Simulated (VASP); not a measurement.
# Mo (Im-3m) in VASP: further runs, part 2 of 2

VASP 6.6.1. The steps go on from the part before.

### Step 3. Relaxation of cell and atoms, LDA, target pressure 4 GPa, at which the enthalpy is minimised

Input file INCAR:

```
SYSTEM = Mo
PREC = Accurate
ENCUT = 600
EDIFF = 1E-7
ISMEAR = -1
SIGMA = 0.08
LREAL = .False.
LASPH = .True.
NELM = 80
ALGO = Normal
ISIF = 3
LWAVE = .False.
LCHARG = .False.
IBRION = 2
NSW = 100
EDIFFG = -0.002
PSTRESS = 40.0
```

Input file KPOINTS:

```
regular mesh
0
Gamma
  24 24 24
  0 0 0
```

Input file POSCAR:

```
Mo
1.0
   -1.5558285367      1.5558285367      1.5558285367
    1.5558285367     -1.5558285367      1.5558285367
    1.5558285367      1.5558285367     -1.5558285367
Mo
1
Direct
    0.0000000000      0.0000000000      0.0000000000
```

Potentials or basis: VASP PAW LDA potentials, release 64 (Mo_sv).

On the command line:

```
> cat potpaw_LDA.64/Mo_sv/POTCAR > POTCAR
> mpirun -np 1 vasp_std > vasp.out
```

OUTCAR:

```text
SYSTEM = Mo
   PREC = Accurate
   ENCUT = 600
   EDIFF = 1E-7
   ISMEAR = -1
   LREAL = .False.
   LASPH = .True.
   NELM = 80
   ISIF = 3
   IBRION = 2
   NSW = 100
   EDIFFG = -0.002
   PSTRESS = 40.0

 ion  position               nearest neighbor table
   1  0.000  0.000  0.000-

  LATTYP: Found a body centered cubic cell.
 ALAT       =     3.1116570734

  Lattice vectors:

 A1 = (  -1.5558285367,   1.5558285367,   1.5558285367)
 A2 = (   1.5558285367,  -1.5558285367,   1.5558285367)
 A3 = (   1.5558285367,   1.5558285367,  -1.5558285367)

Analysis of symmetry for initial positions (statically):
=====================================================================
 Subroutine PRICEL returns:
 Original cell was already a primitive cell.

 Routine SETGRP: Setting up the symmetry group for a
 body centered cubic supercell.

 Subroutine GETGRP returns: Found 48 space group operations
 (whereof 48 operations were pure point group operations)
 out of a pool of 48 trial point group operations.

The static configuration has the point symmetry O_h .

Analysis of symmetry for dynamics (positions and initial velocities):
=====================================================================
 Subroutine PRICEL returns:
 Original cell was already a primitive cell.

 Routine SETGRP: Setting up the symmetry group for a
 body centered cubic supercell.

 Subroutine GETGRP returns: Found 48 space group operations
 (whereof 48 operations were pure point group operations)
 out of a pool of 48 trial point group operations.

The dynamic configuration has the point symmetry O_h .

 Subroutine INISYM returns: Found 48 space group operations
 (whereof 48 operations are pure point group operations),
 and found     1 'primitive' translations

----------------------------------------------------------------------------------------
[... 120 lines left out ...]
   LEPSILON=     F    determine dielectric tensor
   LRPA    =     F    only Hartree local field effects (RPA)
 conjugate gradient relaxation of ions
 non-spin polarized calculation
  energy-cutoff  :      600.00
  volume of cell :       15.06
 maximum number of plane-waves:       531
 NGX is ok and might be reduce to    24
   NGX = 11   NGY = 11   NGZ = 11

--------------------------------------- Ionic step        1  -------------------------------------------

 number of electron      13.9999999 magnetization

 Free energy of the ion-electron system (eV)
  ---------------------------------------------------
  ext. energy  EPLUGINS =         0.00000000
  ---------------------------------------------------
  free energy    TOTEN  =       -12.13681484 eV

  energy without entropy =      -12.12319921  energy(sigma->0) =      -12.13000702

------------------------ aborting loop because EDIFF is reached ----------------------------------------

  FORCE on cell =-STRESS in cart. coord.  units (eV):
  Direction    XX          YY          ZZ          XY          YZ          ZX
  --------------------------------------------------------------------------------------
  -------------------------------------------------------------------------------------
  Total        0.1094492      0.1094492      0.1094492     -0.0000000     -0.0000000      0.0000000
  in kB       11.6406652     11.6406652     11.6406652     -0.0000000     -0.0000000      0.0000000
  external PRESSURE =     -28.3593348 kB  Pullay stress =      40.0000000 kB
[... 98 lines left out ...]
--------------------------------------- Ionic step        4  -------------------------------------------

 number of electron      13.9999999 magnetization

 Free energy of the ion-electron system (eV)
  ---------------------------------------------------
  ext. energy  EPLUGINS =         0.00000000
  ---------------------------------------------------
  free energy    TOTEN  =       -12.13453552 eV

  energy without entropy =      -12.12099515  energy(sigma->0) =      -12.12776533

 E-fermi :  13.2691     XC(G=0): -13.8644

 val. band max:       13.2466424915   @ k =  -0.2083   0.3333   0.0833
 cond. band min:      13.2761288611   @ k =  -0.2500   0.3750   0.1250
 fundamental gap:      0.0294863696
 Fermi energy:        13.2690501305

 k-point     1 :       0.0000    0.0000    0.0000
  band No.  band energies     occupation
      1     -47.7171      2.00000
      2     -21.0408      2.00000
      3     -21.0408      2.00000
      4     -21.0408      2.00000
      5       5.8604      2.00000
      6      11.7634      2.00000
      7      11.7634      2.00000
      8      11.7634      2.00000
      9      14.9428      0.00000
     10      14.9428      0.00000
     11      28.1205      0.00000
[... 309 lines left out ...]
 k-point    24 :       0.4583    0.0417    0.0000
  band No.  band energies     occupation
      1     -47.3900      2.00000
      2     -22.6692      2.00000
      3     -21.5663      2.00000
      4     -21.0689      2.00000
      5       7.6749      2.00000
      6       9.6168      2.00000
      7      14.6111      0.00000
      8      15.0116      0.00000
      9      15.9292      0.00000
     10      18.4506      0.00000
     11      25.3963      0.00000

 [... further k-points ...]
[... 5 lines left out ...]
  --------------------------------------------------------------------------------------
  -------------------------------------------------------------------------------------
  Total        0.3739537      0.3739537      0.3739537     -0.0000000     -0.0000000      0.0000000
  in kB       40.1489514     40.1489514     40.1489514     -0.0000000     -0.0000000      0.0000000
  external PRESSURE =       0.1489514 kB  Pullay stress =      40.0000000 kB
[... 20 lines left out ...]
  energy  without entropy=      -12.1209951497  energy(sigma->0) =      -12.12776533

  enthalpy is  TOTEN    =       -11.7619691742 eV   P V=        0.3725663453

 reached required accuracy - stopping structural energy minimisation
```

CONTCAR:

```text
Mo
   1.00000000000000
    -1.5509509879965775    1.5509509879965775    1.5509509879965775
     1.5509509879965775   -1.5509509879965775    1.5509509879965775
     1.5509509879965775    1.5509509879965775   -1.5509509879965775
  Mo
     1
Direct
     1.0000000000000000    1.0000000000000000    1.0000000000000000

  0.00000000E+00  0.00000000E+00  0.00000000E+00
```

Wall time 1.9 min (1 thread of Intel Xeon Platinum 8488C (Sapphire Rapids), shared host); peak memory 0.21 GiB.

Results:

* Free energy: -12.1345 eV
* Relaxed volume: 14.92 Å³/atom
* Relaxed cell: a = 2.686 Å, b = 2.686 Å, c = 2.686 Å, α = 109.47°, β = 109.47°, γ = 109.47°
* Space group after relaxing (to 0.05 Å): Im-3m (No. 229)
* Energy change on relaxing (the enthalpy is what falls): +2.3 meV/atom
* Ionic steps: 4
* Pressure after relaxing: 4.0 GPa
* Band gap on the k mesh: zero (band 7 reaches 17.51 eV, above the bottom of band 8 at 11.76 eV)

The path:
```csv
step,energy change (eV),largest force (eV/Å),pressure (GPa),volume (Å³)
1,0.0000,0.0000,1.16,15.06
2,0.0259,0.0000,13.68,14.49
3,0.0022,0.0000,3.97,14.93
4,0.0023,0.0000,4.01,14.92
```

Final structure:
```yaml
crystal:
  lattice:
    - [-1.55095, 1.55095, 1.55095]
    - [1.55095, -1.55095, 1.55095]
    - [1.55095, 1.55095, -1.55095]
  atoms:
    - { symbol: Mo, position: [0.00000, 0.00000, 0.00000] }
```

Levels at points of the mesh, in eV from the Fermi level:
```tsv
k point	band 5	band 6	band 7	band 8	band 9	band 10
(0.00, 0.00, 0.00)	-7.41	-1.51	-1.51	-1.51	1.67	1.67
(0.50, 0.00, 0.00)	-5.66	-3.68	1.74	1.83	2.40	5.08
(0.50, 0.50, 0.50)	-5.87	-5.87	4.24	4.24	4.24	9.38
```

Caveat: the cell is relaxed towards a set pressure, so the enthalpy falls and the energy may rise. LDA usually gives volumes a few per cent too small.
